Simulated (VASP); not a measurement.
# BiRu (rocksalt type) (Fm-3m) in VASP: a series of runs, part 2 of 2

VASP 6.6.1.

## 3. Single point, LDA

This run uses another cell than the first one, of 19.96 Å³/atom.

Contents of INCAR:

```
PREC = Accurate
ENCUT = 520
EDIFF = 1E-7
ISMEAR = -1
SIGMA = 0.08
LREAL = F
LASPH = T
NELM = 60
ALGO = Normal
ISIF = 2
LWAVE = F
LCHARG = T
GGA = CA
LELF = T
LVHAR = T
NBANDS = 22
```

Contents of KPOINTS:

```
regular mesh
0
Gamma
  13 13 13
```

Contents of POSCAR:

```
BiRu
1.0
    0.0000000000      2.7125416663      2.7125416663
    2.7125416663      0.0000000000      2.7125416663
    2.7125416663      2.7125416663      0.0000000000
Ru Bi
1 1
Direct
    0.0000000000      0.0000000000      0.0000000000
    0.5000000000      0.5000000000      0.5000000000
```

Potentials or basis: VASP PAW LDA potentials, release 64 (Ru_pv, Bi_d).

Launch:

```
cat potpaw_LDA.64/Ru_pv/POTCAR potpaw_LDA.64/Bi_d/POTCAR > POTCAR
mpirun -np 1 vasp_std > vasp.out
```

OUTCAR:

```text
PREC = Accurate
   ENCUT = 520
   EDIFF = 1E-7
   ISMEAR = -1
   LREAL = F
   LASPH = T
   NELM = 60
   ISIF = 2
   GGA = CA

 ion  position               nearest neighbor table
   1  0.000  0.000  0.000-   2 2.71   2 2.71   2 2.71   2 2.71   2 2.71   2 2.71
   2  0.500  0.500  0.500-   1 2.71   1 2.71   1 2.71   1 2.71   1 2.71   1 2.71

  LATTYP: Found a face centered cubic cell.
 ALAT       =     5.4250833326

  Lattice vectors:

 A1 = (   0.0000000000,   2.7125416663,   2.7125416663)
 A2 = (   2.7125416663,   0.0000000000,   2.7125416663)
 A3 = (   2.7125416663,   2.7125416663,   0.0000000000)

Analysis of symmetry for initial positions (statically):
=====================================================================
 Subroutine PRICEL returns:
 Original cell was already a primitive cell.

 Routine SETGRP: Setting up the symmetry group for a
 face centered cubic supercell.

 Subroutine GETGRP returns: Found 48 space group operations
 (whereof 48 operations were pure point group operations)
 out of a pool of 48 trial point group operations.

The static configuration has the point symmetry O_h .

Analysis of symmetry for dynamics (positions and initial velocities):
=====================================================================
 Subroutine PRICEL returns:
 Original cell was already a primitive cell.

 Routine SETGRP: Setting up the symmetry group for a
 face centered cubic supercell.

 Subroutine GETGRP returns: Found 48 space group operations
 (whereof 48 operations were pure point group operations)
 out of a pool of 48 trial point group operations.

The dynamic configuration has the point symmetry O_h .

 Subroutine INISYM returns: Found 48 space group operations
 (whereof 48 operations are pure point group operations),
 and found     1 'primitive' translations

----------------------------------------------------------------------------------------

                                     Primitive cell

  volume of cell :      39.9171

  direct lattice vectors                    reciprocal lattice vectors
     0.000000000  2.712541666  2.712541666    -0.184328966  0.184328966  0.184328966
     2.712541666  0.000000000  2.712541666     0.184328966 -0.184328966  0.184328966
     2.712541666  2.712541666  0.000000000     0.184328966  0.184328966 -0.184328966

  length of vectors
     3.836113213  3.836113213  3.836113213     0.319267134  0.319267134  0.319267134

  position of ions in fractional coordinates (direct lattice)
     0.000000000  0.000000000  0.000000000
     0.500000000  0.500000000  0.500000000

  ion indices of the primitive-cell ions
   primitive index   ion index
                 1           1
                 2           2

----------------------------------------------------------------------------------------

 KPOINTS: regular mesh

Automatic generation of k-mesh.
 Grid dimensions read from file:
 generate k-points for:   13   13   13

 Generating k-lattice:

  Cartesian coordinates                     Fractional coordinates (reciprocal lattice)
    -0.014179151  0.014179151  0.014179151     0.076923077  0.000000000  0.000000000
     0.014179151 -0.014179151  0.014179151     0.000000000  0.076923077  0.000000000
     0.014179151  0.014179151 -0.014179151     0.000000000  0.000000000  0.076923077

  Length of vectors
     0.024559010  0.024559010  0.024559010

  Shift w.r.t. Gamma in fractional coordinates (k-lattice)
     0.000000000  0.000000000  0.000000000

 Subroutine IBZKPT returns following result:
 ===========================================

 Found     84 irreducible k-points:

 Following reciprocal coordinates:
            Coordinates               Weight
  0.000000  0.000000  0.000000      1.000000
  0.076923  0.000000  0.000000      8.000000
  0.153846  0.000000  0.000000      8.000000
  0.230769  0.000000  0.000000      8.000000
  0.307692  0.000000  0.000000      8.000000
  0.384615  0.000000  0.000000      8.000000
[... 16 lines left out ...]
  0.384615  0.153846  0.000000     24.000000
  0.461538  0.153846  0.000000     24.000000
 [... further k-points ...]
   k-points           NKPTS =     84   k-points in BZ     NKDIM =     84   number of bands    NBANDS=     22
   number of dos      NEDOS =    301   number of ions     NIONS =      2
   total plane-waves  NPLWV =  27000
   dimension x,y,z NGX =    30 NGY =   30 NGZ =   30
   dimension x,y,z NGXF=    60 NGYF=   60 NGZF=   60
   ions per type =               1   1
   NGX,Y,Z   is equivalent  to a cutoff of  13.00, 13.00, 13.00 a.u.
   NGXF,Y,Z  is equivalent  to a cutoff of  26.00, 26.00, 26.00 a.u.
 SYSTEM =  unknown system
   PREC   = accura    normal or accurate (medium, high low for compatibility)
   ISTART =      0    job   : 0-new  1-cont  2-samecut
   ICHARG =      2    charge: 1-file 2-atom 10-const
   ISPIN  =      1    spin polarized calculation?
   LNONCOLLINEAR =      F non collinear calculations
   LSORBIT =      F    spin-orbit coupling
   LASPH  =      T    aspherical Exc in radial PAW
   ENCUT  =  520.0 eV  38.22 Ry    6.18 a.u.   7.13  7.13  7.13*2*pi/ulx,y,z
   NELM   =     60;   NELMIN=  2; NELMDL= -5     # of ELM steps
   EDIFF  = 0.1E-06   stopping-criterion for ELM
   LREAL  =      F    real-space projection
   EDIFFG = 0.1E-05   stopping-criterion for IOM
   NSW    =      0    number of steps for IOM
   IBRION =     -1    ionic relax: 0-MD 1-quasi-New 2-CG
   NFREE  =      0    steps in history (QN), initial steepest desc. (CG)
   ISIF   =      2    stress and relaxation
   ISYM   =      2    0-nonsym 1-usesym 2-fastsym
   POTIM  = 0.5000    time-step for ionic-motion
   TEBEG  =    0.0;   TEEND  =   0.0 temperature during run
   PSTRESS=    0.0 pullay stress
   NELECT =      29.0000    total number of electrons
   NUPDOWN=      -1.0000    fix difference up-down
   EMIN   =  10.00;   EMAX   =-10.00  energy-range for DOS
   EFERMI =   0.00;   METHOD = LEGACY
   ISMEAR =    -1;   SIGMA  =   0.08  broadening in eV -4-tet -1-fermi 0-gaus
   EFERMI_NEDOS =   21; number of points for ismear=-14 and -15
   IALGO  =     38    algorithm
   IMIX   =      4    mixing-type and parameters
     AMIX     =   0.40;   BMIX     =  1.00
     AMIX_MAG =   1.60;   BMIX_MAG =  1.00
  volume/ion in A,a.u.               =      19.96       134.69
  Fermi-wavevector in a.u.,A,eV,Ry     =   1.471706  2.781121 29.469114  2.165919
  Thomas-Fermi vector in A             =   2.586809
   LORBIT       =      0    0 simple, 1 ext, 2 COOP (PROOUT), +10 PAW based schemes
   GGA     = CA    functional components
   LHFCALC =     F    Hartree Fock is set to
   AEXX    =    0.0000 exact exchange contribution
   IVDW    =     0    specifies the selected vdW correction
   LEPSILON=     F    determine dielectric tensor
   LRPA    =     F    only Hartree local field effects (RPA)
 non-spin polarized calculation
  energy-cutoff  :      520.00
  volume of cell :       39.92
 maximum number of plane-waves:      1086
 NGX is ok and might be reduce to    30
   NGX = 15   NGY = 15   NGZ = 15

 number of electron      28.9999999 magnetization

 Free energy of the ion-electron system (eV)
  ---------------------------------------------------
  ext. energy  EPLUGINS =         0.00000000
  ---------------------------------------------------
  free energy    TOTEN  =       -13.78060921 eV

  energy without entropy =      -13.73260228  energy(sigma->0) =      -13.75660574

 E-fermi :  10.3486     XC(G=0): -12.3358

 val. band max:       10.3305682020   @ k =  -0.4615   0.4615   0.0769
 cond. band min:      10.3611649408   @ k =   0.3846   0.1538   0.0000
 fundamental gap:      0.0305967388
 Fermi energy:        10.3486276565

 k-point     1 :       0.0000    0.0000    0.0000
  band No.  band energies     occupation
      1     -31.3484      2.00000
      2     -31.3484      2.00000
      3     -31.3484      2.00000
      4     -12.5607      2.00000
      5     -12.5607      2.00000
      6     -12.4680      2.00000
[... 14 lines left out ...]
     21      21.9044      0.00000
     22      21.9048      0.00000
[... 552 lines left out ...]
  band No.  band energies     occupation
      1     -31.3736      2.00000
      2     -31.3585      2.00000
      3     -31.3568      2.00000
      4     -12.5135      2.00000
      5     -12.5088      2.00000
      6     -12.4512      2.00000
[... 14 lines left out ...]
     21      21.7965      0.00000
     22      22.4742      0.00000

 [... further k-points ...]

------------------------ aborting loop because EDIFF is reached ----------------------------------------

  FORCE on cell =-STRESS in cart. coord.  units (eV):
  Direction    XX          YY          ZZ          XY          YZ          ZX
  --------------------------------------------------------------------------------------
  -------------------------------------------------------------------------------------
  Total        0.0986835      0.0986835      0.0986835      0.0000000      0.0000000      0.0000000
  in kB        3.9609188      3.9609188      3.9609188      0.0000000      0.0000000      0.0000000
  external PRESSURE =       3.9609188 kB  Pullay stress =       0.0000000 kB

 VOLUME and BASIS-vectors are now :
 -----------------------------------------------------------------------------
  energy-cutoff  :      520.00
  volume of cell :       39.92
      direct lattice vectors                 reciprocal lattice vectors
     0.000000000  2.712541666  2.712541666    -0.184328966  0.184328966  0.184328966
     2.712541666  0.000000000  2.712541666     0.184328966 -0.184328966  0.184328966
     2.712541666  2.712541666  0.000000000     0.184328966  0.184328966 -0.184328966

 POSITION                                       TOTAL-FORCE (eV/Angst)
 -----------------------------------------------------------------------------------
      0.00000      0.00000      0.00000         0.000000      0.000000      0.000000
      2.71254      2.71254      2.71254        -0.000000     -0.000000     -0.000000
 -----------------------------------------------------------------------------------
    total drift:                                0.000000      0.000000      0.000000

  FREE ENERGIE OF THE ION-ELECTRON SYSTEM (eV)
  ---------------------------------------------------
  free  energy   TOTEN  =       -13.7806092096 eV

  energy  without entropy=      -13.7326022788  energy(sigma->0) =      -13.75660574
```

stdout:

```text
POSCAR found type information on POSCAR RuBi
 POSCAR found :  2 types and       2 ions
 scaLAPACK will be used
 LDA part: xc-table for (Slater(with rela. corr.)+CA(PZ))
 , standard interpolation
 POSCAR, INCAR and KPOINTS ok, starting setup
 FFT: planning ... GRIDC
 FFT: planning ... GRID_SOFT
 FFT: planning ... GRID
 WAVECAR not read
 entering main loop
```

Wall time 80 s (1 thread of AMD EPYC 7R43 (Zen 3), shared host); peak memory 0.16 GiB.

What came out:

```yaml
Free_energy: -13.7806 eV
Pressure: 0.4 GPa
Band_gap_on_the_k_mesh: zero (an odd number of electrons rules out a gap without spin polarisation)
```

Levels at points of the mesh, in eV from the Fermi level:
```tsv
k point	band 12	band 13	band 14	band 15	band 16	band 17
(0.00, 0.00, 0.00)	-1.68	-1.32	-1.32	2.21	2.21	2.21
```

Caveat: spin-orbit coupling is left out, which moves the levels of the heavy elements.

## 4. Single point, LDA (19.96 Å³/atom)

This run uses another cell than the first one, of 19.96 Å³/atom.

Contents of INCAR:

```
SYSTEM = BiRu
PREC = Accurate
ENCUT = 520
EDIFF = 1E-7
ISMEAR = -1
SIGMA = 0.08
LREAL = .FALSE.
LASPH = .TRUE.
NELM = 60
ALGO = Normal
ISIF = 2
LWAVE = .FALSE.
LCHARG = .FALSE.
NBANDS = 22
```

Contents of KPOINTS:

```
regular mesh
0
G
  13 13 13
  0 0 0
```

POSCAR is that of step 3.

Potentials or basis: VASP PAW LDA potentials, release 64 (Ru_pv, Bi_d).

Launch:

```
cat potpaw_LDA.64/Ru_pv/POTCAR potpaw_LDA.64/Bi_d/POTCAR > POTCAR
mpirun -np 1 vasp_std > vasp.out
```

OUTCAR:

```text
SYSTEM = BiRu
   PREC = Accurate
   ENCUT = 520
   EDIFF = 1E-7
   ISMEAR = -1
   LREAL = .FALSE.
   LASPH = .TRUE.
   NELM = 60
   ISIF = 2

 ion  position               nearest neighbor table
   1  0.000  0.000  0.000-   2 2.71   2 2.71   2 2.71   2 2.71   2 2.71   2 2.71
   2  0.500  0.500  0.500-   1 2.71   1 2.71   1 2.71   1 2.71   1 2.71   1 2.71

  LATTYP: Found a face centered cubic cell.
 ALAT       =     5.4250833326

  Lattice vectors:

 A1 = (   0.0000000000,   2.7125416663,   2.7125416663)
 A2 = (   2.7125416663,   0.0000000000,   2.7125416663)
 A3 = (   2.7125416663,   2.7125416663,   0.0000000000)

Analysis of symmetry for initial positions (statically):
=====================================================================
 Subroutine PRICEL returns:
 Original cell was already a primitive cell.

 Routine SETGRP: Setting up the symmetry group for a
 face centered cubic supercell.

 Subroutine GETGRP returns: Found 48 space group operations
 (whereof 48 operations were pure point group operations)
 out of a pool of 48 trial point group operations.

The static configuration has the point symmetry O_h .

Analysis of symmetry for dynamics (positions and initial velocities):
=====================================================================
 Subroutine PRICEL returns:
 Original cell was already a primitive cell.

 Routine SETGRP: Setting up the symmetry group for a
 face centered cubic supercell.

 Subroutine GETGRP returns: Found 48 space group operations
 (whereof 48 operations were pure point group operations)
 out of a pool of 48 trial point group operations.

The dynamic configuration has the point symmetry O_h .

 Subroutine INISYM returns: Found 48 space group operations
 (whereof 48 operations are pure point group operations),
 and found     1 'primitive' translations

----------------------------------------------------------------------------------------

                                     Primitive cell

  volume of cell :      39.9171
[... 106 lines left out ...]
   IALGO  =     38    algorithm
   IMIX   =      4    mixing-type and parameters
     AMIX     =   0.40;   BMIX     =  1.00
     AMIX_MAG =   1.60;   BMIX_MAG =  1.00
  volume/ion in A,a.u.               =      19.96       134.69
  Fermi-wavevector in a.u.,A,eV,Ry     =   1.471706  2.781121 29.469114  2.165919
  Thomas-Fermi vector in A             =   2.586809
   LORBIT       =      0    0 simple, 1 ext, 2 COOP (PROOUT), +10 PAW based schemes
   GGA     = CA    functional components
   LHFCALC =     F    Hartree Fock is set to
   AEXX    =    0.0000 exact exchange contribution
   IVDW    =     0    specifies the selected vdW correction
   LEPSILON=     F    determine dielectric tensor
   LRPA    =     F    only Hartree local field effects (RPA)
 non-spin polarized calculation
  energy-cutoff  :      520.00
  volume of cell :       39.92
 maximum number of plane-waves:      1086
 NGX is ok and might be reduce to    30
   NGX = 15   NGY = 15   NGZ = 15

 number of electron      28.9999999 magnetization

 Free energy of the ion-electron system (eV)
  ---------------------------------------------------
  ext. energy  EPLUGINS =         0.00000000
  ---------------------------------------------------
  free energy    TOTEN  =       -13.78060921 eV

  energy without entropy =      -13.73260228  energy(sigma->0) =      -13.75660574

 E-fermi :  10.3486     XC(G=0): -12.3358

 val. band max:       10.3305682020   @ k =  -0.4615   0.4615   0.0769
 cond. band min:      10.3611649408   @ k =   0.3846   0.1538   0.0000
 fundamental gap:      0.0305967388
 Fermi energy:        10.3486276565

 k-point     1 :       0.0000    0.0000    0.0000
  band No.  band energies     occupation
      1     -31.3484      2.00000
      2     -31.3484      2.00000
      3     -31.3484      2.00000
      4     -12.5607      2.00000
      5     -12.5607      2.00000
      6     -12.4680      2.00000
[... 589 lines left out ...]
     21      21.7965      0.00000
     22      22.4742      0.00000

 [... further k-points ...]

------------------------ aborting loop because EDIFF is reached ----------------------------------------

  FORCE on cell =-STRESS in cart. coord.  units (eV):
  Direction    XX          YY          ZZ          XY          YZ          ZX
  --------------------------------------------------------------------------------------
  -------------------------------------------------------------------------------------
  Total        0.0986835      0.0986835      0.0986835      0.0000000      0.0000000      0.0000000
  in kB        3.9609188      3.9609188      3.9609188      0.0000000      0.0000000      0.0000000
  external PRESSURE =       3.9609188 kB  Pullay stress =       0.0000000 kB

 VOLUME and BASIS-vectors are now :
 -----------------------------------------------------------------------------
  energy-cutoff  :      520.00
  volume of cell :       39.92
      direct lattice vectors                 reciprocal lattice vectors
     0.000000000  2.712541666  2.712541666    -0.184328966  0.184328966  0.184328966
     2.712541666  0.000000000  2.712541666     0.184328966 -0.184328966  0.184328966
     2.712541666  2.712541666  0.000000000     0.184328966  0.184328966 -0.184328966

 POSITION                                       TOTAL-FORCE (eV/Angst)
 -----------------------------------------------------------------------------------
      0.00000      0.00000      0.00000         0.000000      0.000000      0.000000
      2.71254      2.71254      2.71254        -0.000000     -0.000000     -0.000000
 -----------------------------------------------------------------------------------
    total drift:                                0.000000      0.000000      0.000000

  FREE ENERGIE OF THE ION-ELECTRON SYSTEM (eV)
  ---------------------------------------------------
  free  energy   TOTEN  =       -13.7806092096 eV

  energy  without entropy=      -13.7326022788  energy(sigma->0) =      -13.75660574
```

OSZICAR:

```text
N       E                     dE             d eps       ncg     rms          rms(c)
DAV:   1     0.305738066393E+03    0.30574E+03   -0.15769E+04  3774   0.162E+03
DAV:   2     0.348818120653E+01   -0.30225E+03   -0.29229E+03  3756   0.462E+02
DAV:   3    -0.134747713498E+02   -0.16963E+02   -0.16716E+02  4418   0.113E+02
DAV:   4    -0.139205203045E+02   -0.44575E+00   -0.44527E+00  4720   0.185E+01
DAV:   5    -0.139336268913E+02   -0.13107E-01   -0.13102E-01  4868   0.317E+00    0.757E+00
DAV:   6    -0.138133890788E+02    0.12024E+00   -0.18610E-01  4754   0.460E+00    0.378E+00
DAV:   7    -0.137872755118E+02    0.26114E-01   -0.97761E-02  4612   0.276E+00    0.163E+00
DAV:   8    -0.137813836777E+02    0.58918E-02   -0.30416E-02  4512   0.124E+00    0.241E-01
DAV:   9    -0.137806112851E+02    0.77239E-03   -0.23648E-03  4620   0.599E-01    0.204E-02
DAV:  10    -0.137806099148E+02    0.13704E-05   -0.43102E-05  5200   0.686E-02    0.991E-03
DAV:  11    -0.137806091992E+02    0.71556E-06   -0.27873E-06  5026   0.148E-02    0.169E-03
DAV:  12    -0.137806092096E+02   -0.10446E-07   -0.88352E-08  3466   0.300E-03
   1 F= -.13780609E+02 E0= -.13756606E+02  d E =-.480069E-01
```

stdout:

```text
POSCAR found type information on POSCAR RuBi
 POSCAR found :  2 types and       2 ions
 scaLAPACK will be used
 LDA part: xc-table for (Slater(with rela. corr.)+CA(PZ))
 , standard interpolation
 POSCAR, INCAR and KPOINTS ok, starting setup
 FFT: planning ... GRIDC
 FFT: planning ... GRID_SOFT
 FFT: planning ... GRID
 WAVECAR not read
 entering main loop
```

It took 72 s on 1 thread of AMD EPYC 7R43 (Zen 3), shared host; peak memory 0.15 GiB.

Results:

* Free energy: -13.7806 eV
* Pressure: 0.4 GPa
* Band gap on the k mesh: zero (an odd number of electrons rules out a gap without spin polarisation)

Levels at points of the mesh, in eV from the Fermi level:
```
           k point  band 11  band 12  band 13  band 14  band 15  band 16  band 17  band 18
(0.00, 0.00, 0.00)    -1.68    -1.68    -1.32    -1.32     2.21     2.21     2.21     6.02
```

Caveat: spin-orbit coupling is left out, which moves the levels of the heavy elements.

The gap in the log of VASP goes by the Fermi energy; the results here count the filled bands.